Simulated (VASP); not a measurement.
# BiS7 (P4/mmm) in VASP: further runs

The runs below take BiS7 through single point, relaxation of cell and atoms, with PBE.

Program: VASP 6.6.1. These are calculated values, not measurements. Logs are shortened: lines on timing, memory, paths and dates and some standing lists are left out, and cuts for length are marked.

**1. The cell of the first run**

It takes space group P4/mmm (No. 123, tetragonal). Conventional cell: a = 3.820 Å, b = 3.820 Å, c = 11.256 Å, α = 90.00°, β = 90.00°, γ = 90.00°. Within 3.6 Å of Bi (site symmetry 4/mmm) lie 6 S at 2.70 to 3.10 Å. Within 3.3 Å of S (site symmetry 4mm) lie 6 S at 2.41 to 3.22 Å. Within 3.6 Å of S (site symmetry 4/mmm) lie 4 Bi at 2.70 Å and 2 S at 3.22 Å. S (site symmetry 4mm) has 5 S at 2.53 to 2.70 Å and 1 Bi at 3.10 Å within 3.3 Å. S (site symmetry 4/mmm) has 6 S at 2.53 to 2.70 Å within 3.3 Å. S (site symmetry 4/mmm) has 6 S at 2.41 to 2.70 Å within 3.2 Å.

The cell was generated, and may not be a known phase.

**2. Single point, PBE**

The input, INCAR:

```
SYSTEM = BiS7
PREC     = Accurate       ! precision mode
ENCUT    = 520            ! plane-wave cutoff, eV
EDIFF    = 1E-6           ! SCF threshold, eV
ISMEAR   = 0              ! smearing method
SIGMA    = 0.2            ! smearing width, eV
LREAL    = .False.        ! projectors in reciprocal space
LASPH    = .True.         ! aspherical terms in the spheres
NELM     = 60             ! most SCF steps
ALGO     = Normal         ! electronic algorithm
ISIF     = 2              ! what is computed and relaxed
LWAVE    = .False.        ! write WAVECAR
LCHARG   = .True.         ! write CHGCAR
GGA      = PE             ! functional
LELF     = .True.         ! ELF
LVHAR    = .True.       
NBANDS   = 38             ! bands
```

The input, KPOINTS:

```
Automatic mesh
0
Gamma
  4 4 2
  0 0 0
```

The input, POSCAR:

```
BiS7
1.0
    3.8201550729      0.0000000000      0.0000000000
    0.0000000000      3.8201550729      0.0000000000
    0.0000000000      0.0000000000     11.2557617855
Bi S
1 7
Direct
    0.0000000000      0.0000000000      0.0000000000
    0.5000000000      0.5000000000      0.2861314347
    0.5000000000      0.5000000000      0.7138685653
    0.5000000000      0.5000000000      0.0000000000
    0.0000000000      0.0000000000      0.2755399564
    0.0000000000      0.0000000000      0.7244600436
    0.0000000000      0.0000000000      0.5000000000
    0.5000000000      0.5000000000      0.5000000000
```

Potentials or basis: VASP PAW PBE potentials, release 64 (Bi_d, S).

Launch:

```console
cat potpaw_PBE.64/Bi_d/POTCAR potpaw_PBE.64/S/POTCAR > POTCAR
mpirun -np 1 vasp_std > vasp.out
```

OUTCAR:

```text
SYSTEM = BiS7
   PREC = Accurate
   ENCUT = 520
   EDIFF = 1E-6
   ISMEAR = 0
   LREAL = .False.
   LASPH = .True.
   NELM = 60
   ISIF = 2
   GGA = PE

 ion  position               nearest neighbor table
   1  0.000  0.000  0.000-   4 2.70   4 2.70   4 2.70   4 2.70   6 3.10   5 3.10
   2  0.500  0.500  0.286-   8 2.41   5 2.70   5 2.70   5 2.70   5 2.70
   3  0.500  0.500  0.714-   8 2.41   6 2.70   6 2.70   6 2.70   6 2.70
   4  0.500  0.500  0.000-   1 2.70   1 2.70   1 2.70   1 2.70
   5  0.000  0.000  0.276-   7 2.53   2 2.70   2 2.70   2 2.70   2 2.70   1 3.10
   6  0.000  0.000  0.724-   7 2.53   3 2.70   3 2.70   3 2.70   3 2.70   1 3.10
   7  0.000  0.000  0.500-   5 2.53   6 2.53   8 2.70   8 2.70   8 2.70   8 2.70
   8  0.500  0.500  0.500-   2 2.41   3 2.41   7 2.70   7 2.70   7 2.70   7 2.70

  LATTYP: Found a simple tetragonal cell.
 ALAT       =     3.8201550729
 C/A-ratio  =     2.9464148891

  Lattice vectors:

 A1 = (   3.8201550729,   0.0000000000,   0.0000000000)
 A2 = (   0.0000000000,   3.8201550729,   0.0000000000)
 A3 = (   0.0000000000,   0.0000000000,  11.2557617855)

Analysis of symmetry for initial positions (statically):
=====================================================================
 Subroutine PRICEL returns:
 Original cell was already a primitive cell.

 Routine SETGRP: Setting up the symmetry group for a
 simple tetragonal supercell.

 Subroutine GETGRP returns: Found 16 space group operations
 (whereof 16 operations were pure point group operations)
 out of a pool of 16 trial point group operations.

The static configuration has the point symmetry D_4h.

Analysis of symmetry for dynamics (positions and initial velocities):
=====================================================================
 Subroutine PRICEL returns:
 Original cell was already a primitive cell.

 Routine SETGRP: Setting up the symmetry group for a
 simple tetragonal supercell.

 Subroutine GETGRP returns: Found 16 space group operations
 (whereof 16 operations were pure point group operations)
 out of a pool of 16 trial point group operations.

The dynamic configuration has the point symmetry D_4h.

 Subroutine INISYM returns: Found 16 space group operations
 (whereof 16 operations are pure point group operations),
 and found     1 'primitive' translations

----------------------------------------------------------------------------------------

                                     Primitive cell

  volume of cell :     164.2619

  direct lattice vectors                    reciprocal lattice vectors
     3.820155073  0.000000000  0.000000000     0.261769478  0.000000000  0.000000000
     0.000000000  3.820155073  0.000000000     0.000000000  0.261769478  0.000000000
     0.000000000  0.000000000 11.255761786     0.000000000  0.000000000  0.088843387

  length of vectors
     3.820155073  3.820155073 11.255761786     0.261769478  0.261769478  0.088843387

  position of ions in fractional coordinates (direct lattice)
     0.000000000  0.000000000  0.000000000
     0.500000000  0.500000000  0.286131435
     0.500000000  0.500000000  0.713868565
     0.500000000  0.500000000  0.000000000
     0.000000000  0.000000000  0.275539956
     0.000000000  0.000000000  0.724460044
     0.000000000  0.000000000  0.500000000
     0.500000000  0.500000000  0.500000000

  ion indices of the primitive-cell ions
   primitive index   ion index
                 1           1
                 2           2
                 3           3
                 4           4
                 5           5
                 6           6
                 7           7
                 8           8

----------------------------------------------------------------------------------------

 KPOINTS: Automatic mesh

Automatic generation of k-mesh.
 Grid dimensions read from file:
 generate k-points for:    4    4    2

 Generating k-lattice:

  Cartesian coordinates                     Fractional coordinates (reciprocal lattice)
     0.065442370  0.000000000  0.000000000     0.250000000  0.000000000  0.000000000
     0.000000000  0.065442370  0.000000000     0.000000000  0.250000000  0.000000000
     0.000000000  0.000000000  0.044421693     0.000000000  0.000000000  0.500000000

  Length of vectors
     0.065442370  0.065442370  0.044421693

  Shift w.r.t. Gamma in fractional coordinates (k-lattice)
     0.000000000  0.000000000  0.000000000

 Subroutine IBZKPT returns following result:
 ===========================================

 Found     12 irreducible k-points:

 Following reciprocal coordinates:
            Coordinates               Weight
  0.000000  0.000000  0.000000      1.000000
  0.250000  0.000000  0.000000      4.000000
  0.500000  0.000000  0.000000      2.000000
  0.250000  0.250000  0.000000      4.000000
  0.500000  0.250000  0.000000      4.000000
  0.500000  0.500000  0.000000      1.000000
  0.000000  0.000000  0.500000      1.000000
  0.250000  0.000000  0.500000      4.000000
  0.500000  0.000000  0.500000      2.000000
  0.250000  0.250000  0.500000      4.000000
  0.500000  0.250000  0.500000      4.000000
  0.500000  0.500000  0.500000      1.000000
   k-points           NKPTS =     12   k-points in BZ     NKDIM =     12   number of bands    NBANDS=     38
   number of dos      NEDOS =    301   number of ions     NIONS =      8
   total plane-waves  NPLWV =  65856
   dimension x,y,z NGX =    28 NGY =   28 NGZ =   84
   dimension x,y,z NGXF=    56 NGYF=   56 NGZF=  168
   ions per type =               1   7
   NGX,Y,Z   is equivalent  to a cutoff of  12.19, 12.19, 12.41 a.u.
   NGXF,Y,Z  is equivalent  to a cutoff of  24.37, 24.37, 24.81 a.u.
 SYSTEM =  BiS7
   PREC   = accura    normal or accurate (medium, high low for compatibility)
   ISTART =      0    job   : 0-new  1-cont  2-samecut
   ICHARG =      2    charge: 1-file 2-atom 10-const
   ISPIN  =      1    spin polarized calculation?
   LNONCOLLINEAR =      F non collinear calculations
   LSORBIT =      F    spin-orbit coupling
   LASPH  =      T    aspherical Exc in radial PAW
   ENCUT  =  520.0 eV  38.22 Ry    6.18 a.u.   7.10  7.10 20.93*2*pi/ulx,y,z
   NELM   =     60;   NELMIN=  2; NELMDL= -5     # of ELM steps
   EDIFF  = 0.1E-05   stopping-criterion for ELM
   LREAL  =      F    real-space projection
   EDIFFG = 0.1E-04   stopping-criterion for IOM
   NSW    =      0    number of steps for IOM
   IBRION =     -1    ionic relax: 0-MD 1-quasi-New 2-CG
   NFREE  =      0    steps in history (QN), initial steepest desc. (CG)
   ISIF   =      2    stress and relaxation
   ISYM   =      2    0-nonsym 1-usesym 2-fastsym
   POTIM  = 0.5000    time-step for ionic-motion
   TEBEG  =    0.0;   TEEND  =   0.0 temperature during run
   PSTRESS=    0.0 pullay stress
   NELECT =      57.0000    total number of electrons
   NUPDOWN=      -1.0000    fix difference up-down
   EMIN   =  10.00;   EMAX   =-10.00  energy-range for DOS
   EFERMI =   0.00;   METHOD = LEGACY
   ISMEAR =     0;   SIGMA  =   0.20  broadening in eV -4-tet -1-fermi 0-gaus
   EFERMI_NEDOS =   21; number of points for ismear=-14 and -15
   IALGO  =     38    algorithm
   IMIX   =      4    mixing-type and parameters
     AMIX     =   0.40;   BMIX     =  1.00
     AMIX_MAG =   1.60;   BMIX_MAG =  1.00
  volume/ion in A,a.u.               =      20.53       138.56
  Fermi-wavevector in a.u.,A,eV,Ry     =   1.150414  2.173967 18.006663  1.323452
  Thomas-Fermi vector in A             =   2.287078
   LORBIT       =      0    0 simple, 1 ext, 2 COOP (PROOUT), +10 PAW based schemes
   GGA     = PE    functional components
   LHFCALC =     F    Hartree Fock is set to
   AEXX    =    0.0000 exact exchange contribution
   IVDW    =     0    specifies the selected vdW correction
   LEPSILON=     F    determine dielectric tensor
   LRPA    =     F    only Hartree local field effects (RPA)
 non-spin polarized calculation
 Gauss-broadening in eV      SIGMA  =   0.20
  energy-cutoff  :      520.00
  volume of cell :      164.26
 maximum number of plane-waves:      4468
   NGX = 15   NGY = 15   NGZ = 41

 number of electron      56.9999975 magnetization

 Free energy of the ion-electron system (eV)
  ---------------------------------------------------
  ext. energy  EPLUGINS =         0.00000000
  ---------------------------------------------------
  free energy    TOTEN  =       -29.13319018 eV

  energy without entropy =      -29.05673416  energy(sigma->0) =      -29.09496217

 E-fermi :   6.0445     XC(G=0): -10.0298

 val. band max:        5.9306474674   @ k =   0.0000   0.0000   0.0000
 cond. band min:       6.0615532476   @ k =   0.2500   0.0000   0.0000
 fundamental gap:      0.1309057802
 Fermi energy:         6.0445208780

 k-point     1 :       0.0000    0.0000    0.0000
  band No.  band energies     occupation
      1     -17.4750      2.00000
      2     -17.4318      2.00000
      3     -17.3605      2.00000
      4     -17.3203      2.00000
      5     -17.3203      2.00000
      6     -10.0914      2.00000
[... 30 lines left out ...]
     37      10.2948      0.00000
     38      10.4966      0.00000

 k-point     2 :       0.2500    0.0000    0.0000
  band No.  band energies     occupation
      1     -17.4540      2.00000
      2     -17.4485      2.00000
      3     -17.3390      2.00000
      4     -17.3295      2.00000
      5     -17.3193      2.00000
      6      -9.6358      2.00000
[... 30 lines left out ...]
     37       9.7604      0.00000
     38      11.2672      0.00000

 k-point     3 :       0.5000    0.0000    0.0000
  band No.  band energies     occupation
      1     -17.4650      2.00000
      2     -17.4375      2.00000
      3     -17.3387      2.00000
      4     -17.3184      2.00000
      5     -17.3129      2.00000
      6      -8.5179      2.00000
[... 30 lines left out ...]
     37       8.8788      0.00000
     38      13.1031      0.00000

 k-point     4 :       0.2500    0.2500    0.0000
  band No.  band energies     occupation
      1     -17.4734      2.00000
      2     -17.4272      2.00000
      3     -17.3286      2.00000
      4     -17.3280      2.00000
      5     -17.3255      2.00000
      6      -9.2288      2.00000
[... 30 lines left out ...]
     37      10.4793      0.00000
     38      10.6864      0.00000
[... 211 lines left out ...]
      4     -17.3280      2.00000
      5     -17.3255      2.00000
      6      -9.2118      2.00000
[... 30 lines left out ...]
     37      10.5229      0.00000
     38      11.2986      0.00000

 k-point    11 :       0.5000    0.2500    0.5000
  band No.  band energies     occupation
      1     -17.4976      2.00000
      2     -17.4056      2.00000
      3     -17.3373      2.00000
      4     -17.3271      2.00000
      5     -17.3072      2.00000
      6      -8.3182      2.00000
[... 30 lines left out ...]
     37      10.4309      0.00000
     38      11.3837      0.00000

 k-point    12 :       0.5000    0.5000    0.5000
  band No.  band energies     occupation
      1     -17.5296      2.00000
      2     -17.3773      2.00000
      3     -17.3358      2.00000
      4     -17.3358      2.00000
      5     -17.2978      2.00000
      6      -8.1030      2.00000
[... 30 lines left out ...]
     37      10.2340      0.00000
     38      10.3612      0.00000

------------------------ aborting loop because EDIFF is reached ----------------------------------------

  FORCE on cell =-STRESS in cart. coord.  units (eV):
  Direction    XX          YY          ZZ          XY          YZ          ZX
  --------------------------------------------------------------------------------------
  -------------------------------------------------------------------------------------
  Total       -0.3333544     -0.3333544     -0.4375840      0.0000000      0.0000000      0.0000000
  in kB       -3.2514714     -3.2514714     -4.2681052      0.0000000      0.0000000      0.0000000
  external PRESSURE =      -3.5903493 kB  Pullay stress =       0.0000000 kB

 VOLUME and BASIS-vectors are now :
 -----------------------------------------------------------------------------
  energy-cutoff  :      520.00
  volume of cell :      164.26
      direct lattice vectors                 reciprocal lattice vectors
     3.820155073  0.000000000  0.000000000     0.261769478  0.000000000  0.000000000
     0.000000000  3.820155073  0.000000000     0.000000000  0.261769478  0.000000000
     0.000000000  0.000000000 11.255761786     0.000000000  0.000000000  0.088843387

 POSITION                                       TOTAL-FORCE (eV/Angst)
 -----------------------------------------------------------------------------------
      0.00000      0.00000      0.00000         0.000000      0.000000      0.000000
      1.91008      1.91008      3.22063         0.000000      0.000000      0.036701
      1.91008      1.91008      8.03513         0.000000     -0.000000     -0.036701
      1.91008      1.91008      0.00000         0.000000      0.000000      0.000000
      0.00000      0.00000      3.10141        -0.000000      0.000000      0.030597
      0.00000      0.00000      8.15435         0.000000     -0.000000     -0.030597
      0.00000      0.00000      5.62788         0.000000      0.000000      0.000000
      1.91008      1.91008      5.62788         0.000000      0.000000      0.000000
 -----------------------------------------------------------------------------------
    total drift:                               -0.000000      0.000000     -0.000000

  FREE ENERGIE OF THE ION-ELECTRON SYSTEM (eV)
  ---------------------------------------------------
  free  energy   TOTEN  =       -29.1331901750 eV

  energy  without entropy=      -29.0567341645  energy(sigma->0) =      -29.09496217
```

Wall time 1.8 min (1 thread of Intel Xeon 8259CL, shared host); peak memory 0.26 GiB.

What came out:

```yaml
Free_energy: -29.1332 eV
Pressure: -0.4 GPa
Largest_force: 0.037 eV/Å
Band_gap_on_the_k_mesh: zero (an odd number of electrons rules out a gap without spin polarisation)
```

Forces on the atoms (eV/Å):
```
Bi   0.000  0.000  0.000
S    0.000  0.000  0.037
S    0.000  0.000 -0.037
S    0.000  0.000  0.000
S    0.000  0.000  0.031
S    0.000  0.000 -0.031
S    0.000  0.000  0.000
S    0.000  0.000  0.000
```

Stress tensor (GPa, compression positive):
```
-0.33  0.00  0.00
 0.00 -0.33  0.00
 0.00  0.00 -0.43
```

Levels at points of the mesh, in eV from the Fermi level:
| k point | band 25 | band 26 | band 27 | band 28 | band 29 | band 30 |
| --- | --- | --- | --- | --- | --- | --- |
| (0.00, 0.00, 0.00) | -3.28 | -0.11 | 0.47 | 0.89 | 0.89 | 1.65 |
| (0.50, 0.00, 0.00) | -1.97 | -1.89 | -1.66 | -1.48 | -1.21 | -1.12 |
| (0.50, 0.50, 0.00) | -1.81 | -1.51 | -0.34 | 2.06 | 2.06 | 2.52 |
| (0.00, 0.00, 0.50) | -1.92 | -0.69 | 0.23 | 0.89 | 0.89 | 1.63 |
| (0.50, 0.00, 0.50) | -2.01 | -1.95 | -1.44 | -1.25 | -1.03 | -0.88 |
| (0.50, 0.50, 0.50) | -2.88 | -0.47 | 1.52 | 2.02 | 2.06 | 2.06 |

Caveat: the k points lie up to 0.41 Å⁻¹ apart, too coarse for converged energies and pressures of a metal; spin-orbit coupling is left out, which moves the levels of the heavy elements; an odd number of electrons without spin polarisation forces a metal; a magnetic or distorted state may lie lower.

(Part 1 of 2 ends here.)

The gap in the log of VASP goes by the Fermi energy; the results here count the filled bands.